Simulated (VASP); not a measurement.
# SiGe2 (P-6m2) in VASP: further runs, part 2 of 3

VASP 6.6.1. Earlier steps stand in the parts before.

### 3 Single point, PBE

This run uses another cell than the first one, of 18.00 Å³/atom.

INCAR

```
SYSTEM = SiGe2
PREC = Accurate
ENCUT = 520
EDIFF = 1E-7
ISMEAR = 0
SIGMA = 0.1
LREAL = .False.
LASPH = .True.
NELM = 60
ALGO = Normal
ISIF = 2
LWAVE = .False.
LCHARG = .False.
GGA = PE
NBANDS = 41
```

KPOINTS

```
regular mesh
0
Gamma
  6 6 2
  0 0 0
```

POSCAR

```
SiGe2
1.0
    2.9907089143      0.0000000000      0.0000000000
   -1.4953544571      2.5900298951      0.0000000000
    0.0000000000      0.0000000000     13.9436797647
Si Ge
2 4
Direct
    0.6666666667      0.3333333333      0.1616660463
    0.6666666667      0.3333333333      0.8383339537
    0.3333333333      0.6666666667      0.0000000000
    0.3333333333      0.6666666667      0.3209137568
    0.3333333333      0.6666666667      0.6790862432
    0.6666666667      0.3333333333      0.5000000000
```

Potentials or basis: VASP PAW PBE potentials, release 64 (Si, Ge_d).

The run is started by

```sh
$ cat potpaw_PBE.64/Si/POTCAR potpaw_PBE.64/Ge_d/POTCAR > POTCAR
$ mpirun -np 1 vasp_std > vasp.out
```

OUTCAR:

```text
SYSTEM = SiGe2
   PREC = Accurate
   ENCUT = 520
   EDIFF = 1E-7
   ISMEAR = 0
   LREAL = .False.
   LASPH = .True.
   NELM = 60
   ISIF = 2
   GGA = PE

 ion  position               nearest neighbor table
   1  0.667  0.333  0.162-   4 2.81   4 2.81   4 2.81   3 2.84   3 2.84   3 2.84
   2  0.667  0.333  0.838-   5 2.81   5 2.81   5 2.81   3 2.84   3 2.84   3 2.84
   3  0.333  0.667  0.000-   1 2.84   2 2.84   1 2.84   2 2.84   1 2.84   2 2.84
   4  0.333  0.667  0.321-   1 2.81   1 2.81   1 2.81
   5  0.333  0.667  0.679-   2 2.81   2 2.81   2 2.81
   6  0.667  0.333  0.500-

  LATTYP: Found a hexagonal cell.
 ALAT       =     2.9907089143
 C/A-ratio  =     4.6623326322

  Lattice vectors:

 A1 = (   2.9907089143,   0.0000000000,   0.0000000000)
 A2 = (  -1.4953544571,   2.5900298951,   0.0000000000)
 A3 = (   0.0000000000,   0.0000000000,  13.9436797647)

Analysis of symmetry for initial positions (statically):
=====================================================================
 Subroutine PRICEL returns:
 Original cell was already a primitive cell.

 Routine SETGRP: Setting up the symmetry group for a
 hexagonal supercell.

 Subroutine GETGRP returns: Found 12 space group operations
 (whereof 12 operations were pure point group operations)
 out of a pool of 24 trial point group operations.

The static configuration has the point symmetry D_3h.

Analysis of symmetry for dynamics (positions and initial velocities):
=====================================================================
 Subroutine PRICEL returns:
 Original cell was already a primitive cell.

 Routine SETGRP: Setting up the symmetry group for a
 hexagonal supercell.

 Subroutine GETGRP returns: Found 12 space group operations
 (whereof 12 operations were pure point group operations)
 out of a pool of 24 trial point group operations.

The dynamic configuration has the point symmetry D_3h.

 Subroutine INISYM returns: Found 12 space group operations
 (whereof 12 operations are pure point group operations),
 and found     1 'primitive' translations

----------------------------------------------------------------------------------------

                                     Primitive cell

  volume of cell :     108.0081

  direct lattice vectors                    reciprocal lattice vectors
     2.990708914  0.000000000  0.000000000     0.334368883  0.193047965  0.000000000
    -1.495354457  2.590029895  0.000000000     0.000000000  0.386095930  0.000000000
     0.000000000  0.000000000 13.943679765     0.000000000  0.000000000  0.071717080

  length of vectors
     2.990708914  2.990708914 13.943679765     0.386095930  0.386095930  0.071717080

  position of ions in fractional coordinates (direct lattice)
     0.666666667  0.333333333  0.161666046
     0.666666667  0.333333333  0.838333954
[... 37 lines left out ...]

 Found     14 irreducible k-points:

 Following reciprocal coordinates:
            Coordinates               Weight
  0.000000  0.000000  0.000000      1.000000
  0.166667  0.000000  0.000000      6.000000
  0.333333  0.000000  0.000000      6.000000
  0.500000  0.000000  0.000000      3.000000
  0.166667  0.166667  0.000000      6.000000
  0.333333  0.166667  0.000000     12.000000
  0.333333  0.333333  0.000000      2.000000
  0.000000  0.000000  0.500000      1.000000
  0.166667  0.000000  0.500000      6.000000
  0.333333  0.000000  0.500000      6.000000
  0.500000  0.000000  0.500000      3.000000
  0.166667  0.166667  0.500000      6.000000
  0.333333  0.166667  0.500000     12.000000
  0.333333  0.333333  0.500000      2.000000
   k-points           NKPTS =     14   k-points in BZ     NKDIM =     14   number of bands    NBANDS=     41
   number of dos      NEDOS =    301   number of ions     NIONS =      6
   total plane-waves  NPLWV =  62208
   dimension x,y,z NGX =    24 NGY =   24 NGZ =  108
   dimension x,y,z NGXF=    48 NGYF=   48 NGZF=  216
   ions per type =               2   4
   NGX,Y,Z   is equivalent  to a cutoff of  13.34, 13.34, 12.88 a.u.
   NGXF,Y,Z  is equivalent  to a cutoff of  26.68, 26.68, 25.75 a.u.
 SYSTEM =  SiGe2
   PREC   = accura    normal or accurate (medium, high low for compatibility)
   ISTART =      0    job   : 0-new  1-cont  2-samecut
   ICHARG =      2    charge: 1-file 2-atom 10-const
   ISPIN  =      1    spin polarized calculation?
   LNONCOLLINEAR =      F non collinear calculations
   LSORBIT =      F    spin-orbit coupling
   LASPH  =      T    aspherical Exc in radial PAW
   ENCUT  =  520.0 eV  38.22 Ry    6.18 a.u.   5.56  5.56 25.93*2*pi/ulx,y,z
   NELM   =     60;   NELMIN=  2; NELMDL= -5     # of ELM steps
   EDIFF  = 0.1E-06   stopping-criterion for ELM
   LREAL  =      F    real-space projection
   EDIFFG = 0.1E-05   stopping-criterion for IOM
   NSW    =      0    number of steps for IOM
   IBRION =     -1    ionic relax: 0-MD 1-quasi-New 2-CG
   NFREE  =      0    steps in history (QN), initial steepest desc. (CG)
   ISIF   =      2    stress and relaxation
   ISYM   =      2    0-nonsym 1-usesym 2-fastsym
   POTIM  = 0.5000    time-step for ionic-motion
   TEBEG  =    0.0;   TEEND  =   0.0 temperature during run
   PSTRESS=    0.0 pullay stress
   NELECT =      64.0000    total number of electrons
   NUPDOWN=      -1.0000    fix difference up-down
   EMIN   =  10.00;   EMAX   =-10.00  energy-range for DOS
   EFERMI =   0.00;   METHOD = LEGACY
   ISMEAR =     0;   SIGMA  =   0.10  broadening in eV -4-tet -1-fermi 0-gaus
   EFERMI_NEDOS =   21; number of points for ismear=-14 and -15
   IALGO  =     38    algorithm
   IMIX   =      4    mixing-type and parameters
     AMIX     =   0.40;   BMIX     =  1.00
     AMIX_MAG =   1.60;   BMIX_MAG =  1.00
  volume/ion in A,a.u.               =      18.00       121.48
  Fermi-wavevector in a.u.,A,eV,Ry     =   1.375042  2.598453 25.725096  1.890741
  Thomas-Fermi vector in A             =   2.500414
   LORBIT       =      0    0 simple, 1 ext, 2 COOP (PROOUT), +10 PAW based schemes
   GGA     = PE    functional components
   LHFCALC =     F    Hartree Fock is set to
   AEXX    =    0.0000 exact exchange contribution
   IVDW    =     0    specifies the selected vdW correction
   LEPSILON=     F    determine dielectric tensor
   LRPA    =     F    only Hartree local field effects (RPA)
 non-spin polarized calculation
 Gauss-broadening in eV      SIGMA  =   0.10
  energy-cutoff  :      520.00
  volume of cell :      108.01
 maximum number of plane-waves:      2967
 NGX is ok and might be reduce to    24
   NGX = 11   NGY = 11   NGZ = 51

 number of electron      64.0000030 magnetization

 Free energy of the ion-electron system (eV)
  ---------------------------------------------------
  ext. energy  EPLUGINS =         0.00000000
  ---------------------------------------------------
  free energy    TOTEN  =       -26.09070488 eV

  energy without entropy =      -26.07551166  energy(sigma->0) =      -26.08310827

 E-fermi :   7.2010     XC(G=0): -11.1264

 val. band max:        7.1284812209   @ k =   0.3333   0.1667   0.5000
 cond. band min:       7.2677699153   @ k =   0.3333   0.3333   0.5000
 fundamental gap:      0.1392886944
 Fermi energy:         7.2010332982

 k-point     1 :       0.0000    0.0000    0.0000
  band No.  band energies     occupation
      1     -17.4564      2.00000
      2     -17.4564      2.00000
      3     -17.4563      2.00000
      4     -17.4204      2.00000
      5     -17.4204      2.00000
      6     -17.4034      2.00000
[... 605 lines left out ...]
     40      10.2107      0.00000
     41      10.2841      0.00000

------------------------ aborting loop because EDIFF is reached ----------------------------------------

  FORCE on cell =-STRESS in cart. coord.  units (eV):
  Direction    XX          YY          ZZ          XY          YZ          ZX
  --------------------------------------------------------------------------------------
  -------------------------------------------------------------------------------------
  Total        0.0939338      0.0939338     -0.0964576      0.0000000      0.0000000     -0.0000000
  in kB        1.3934005      1.3934005     -1.4308394      0.0000000      0.0000000     -0.0000000
  external PRESSURE =       0.4519872 kB  Pullay stress =       0.0000000 kB

 VOLUME and BASIS-vectors are now :
 -----------------------------------------------------------------------------
  energy-cutoff  :      520.00
  volume of cell :      108.01
      direct lattice vectors                 reciprocal lattice vectors
     2.990708914  0.000000000  0.000000000     0.334368883  0.193047965  0.000000000
    -1.495354457  2.590029895  0.000000000     0.000000000  0.386095930  0.000000000
     0.000000000  0.000000000 13.943679765     0.000000000  0.000000000  0.071717080

 POSITION                                       TOTAL-FORCE (eV/Angst)
 -----------------------------------------------------------------------------------
      1.49535      0.86334      2.25422        -0.000000     -0.000000      0.025869
      1.49535      0.86334     11.68946        -0.000000     -0.000000     -0.025869
     -0.00000      1.72669      0.00000         0.000000     -0.000000      0.000000
     -0.00000      1.72669      4.47472        -0.000000      0.000000     -0.000149
     -0.00000      1.72669      9.46896         0.000000     -0.000000      0.000149
      1.49535      0.86334      6.97184        -0.000000     -0.000000      0.000000
 -----------------------------------------------------------------------------------
    total drift:                                0.000000     -0.000000     -0.000000

  FREE ENERGIE OF THE ION-ELECTRON SYSTEM (eV)
  ---------------------------------------------------
  free  energy   TOTEN  =       -26.0907048820 eV

  energy  without entropy=      -26.0755116569  energy(sigma->0) =      -26.08310827
```

stdout:

```text
POSCAR found type information on POSCAR SiGe
 POSCAR found :  2 types and       6 ions
 scaLAPACK will be used
 LDA part: xc-table for (Slater+PW92), standard interpolation
 POSCAR, INCAR and KPOINTS ok, starting setup
 FFT: planning ... GRIDC
 FFT: planning ... GRID_SOFT
 FFT: planning ... GRID
 WAVECAR not read
 entering main loop
```

It took 2.5 min on 1 thread of Intel Xeon 8259CL, shared host; peak memory 0.25 GiB.

Results:

```yaml
Free_energy: -26.0907 eV
Pressure: 0.0 GPa
Largest_force: 0.026 eV/Å
Band_gap_on_the_k_mesh: zero (bands 32 and 33 overlap by 8.69 eV)
```

Forces in eV/Å, atoms in the order of the input:
```
Si   0.000  0.000  0.026
Si   0.000  0.000 -0.026
Ge   0.000  0.000  0.000
Ge   0.000  0.000  0.000
Ge   0.000  0.000  0.000
Ge   0.000  0.000  0.000
```

Stress tensor (GPa, compression positive):
```
 0.14  0.00  0.00
 0.00  0.14  0.00
 0.00  0.00 -0.14
```

Caveat: the k points lie up to 0.40 Å⁻¹ apart, too coarse for converged energies and pressures of a metal.

### 4 Single point, PBE

INCAR

```
  ALGO = Normal
  EDIFF = 1E-7
  ENCUT = 520
  GGA = PE
  ISIF = 2
  ISMEAR = 0
  LASPH = T
  LCHARG = F
  LREAL = F
  LWAVE = F
  NBANDS = 41
  NELM = 100
  PREC = Accurate
  SIGMA = 0.1
```

KPOINTS

```
k-points
0
Gamma
  12 12 4
```

POSCAR

```
SiGe2
1.0
    2.9622423146      0.0000000000      0.0000000000
   -1.4811211573      2.5653770966      0.0000000000
    0.0000000000      0.0000000000     14.1229870845
Si Ge
2 4
Direct
    0.6666666667      0.3333333333      0.1627646661
    0.6666666667      0.3333333333      0.8372353339
    0.3333333333      0.6666666667      0.0000000000
    0.3333333333      0.6666666667      0.3212184781
    0.3333333333      0.6666666667      0.6787815219
    0.6666666667      0.3333333333      0.5000000000
```

The run is started by

```sh
$ cat potpaw_PBE.64/Si/POTCAR potpaw_PBE.64/Ge_d/POTCAR > POTCAR
$ mpirun -np 1 vasp_std > vasp.out
```

Run time: 13 min. Hardware: 1 thread of Intel Xeon 8259CL, shared host; peak memory 0.35 GiB.

It converged, with:

```yaml
Free_energy: -26.2628 eV
Pressure: 0.0 GPa
Largest_force: 0.008 eV/Å
Band_gap_on_the_k_mesh: zero (bands 32 and 33 overlap by 9.02 eV)
```

Forces on the atoms (eV/Å):
```
Si   0.000  0.000  0.001
Si   0.000  0.000 -0.001
Ge   0.000  0.000  0.000
Ge   0.000  0.000 -0.008
Ge   0.000  0.000  0.008
Ge   0.000  0.000  0.000
```

Levels at points of the mesh, in eV from the Fermi level:
| k point | band 30 | band 31 | band 32 | band 33 | band 34 | band 35 |
| --- | --- | --- | --- | --- | --- | --- |
| (0.00, 0.00, 0.00) | 4.68 | 5.31 | 6.41 | 6.41 | 6.85 | 6.85 |
| (0.50, 0.00, 0.00) | -3.63 | -2.02 | -1.20 | -1.00 | 1.13 | 2.37 |
| (0.00, 0.00, 0.50) | 1.86 | 6.44 | 6.44 | 6.77 | 6.77 | 7.78 |
| (0.50, 0.00, 0.50) | -3.26 | -2.59 | -2.06 | 0.55 | 1.02 | 2.38 |

(Part 2 of 3 ends here.)
